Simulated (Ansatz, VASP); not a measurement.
**Two plane-wave programs on PbO**

```
Pb O
1.0
     3.87122    0.00000    0.00000
     0.00000    3.87122    0.00000
     0.00000    0.00000    4.81630
Pb O
2 2
Direct
  0.00000 0.50000 0.30550
  0.50000 0.00000 0.69450
  0.00000 0.00000 0.00000
  0.50000 0.50000 0.00000
```

Alike in both runs: task single point; functional PBE; k mesh 8 × 8 × 6; occupations gaussian, width 0.02 eV; no spin polarisation.

```csv
,VASP,Ansatz
version,VASP 6.6.1,Ansatz 0.2.0
potentials or method,"VASP PAW PBE potentials, release 64 (Pb_d, O), cutoff 520 eV","scalar-relativistic, plane waves, PAW"
valence electrons in the cell,40,40
```

|  | VASP | Ansatz | Ansatz less VASP |
| --- | --- | --- | --- |
| gap on the k mesh at the Fermi level (eV) | none | none | - |
| pressure (GPa) | -1.4 | -1.3 | +0.03 |
| traceless stress, the component that is largest in VASP (GPa) | -12.64 | -12.64 | -0.001 |
| rms of the force components (eV/Å) | 1.530 | 1.538 | +0.0085 |

Atom by atom the forces differ by 0.008 eV/Å (rms over components). A gap of «none» marks a metal or a gap that the smearing closes.

Spin-orbit coupling is off throughout.
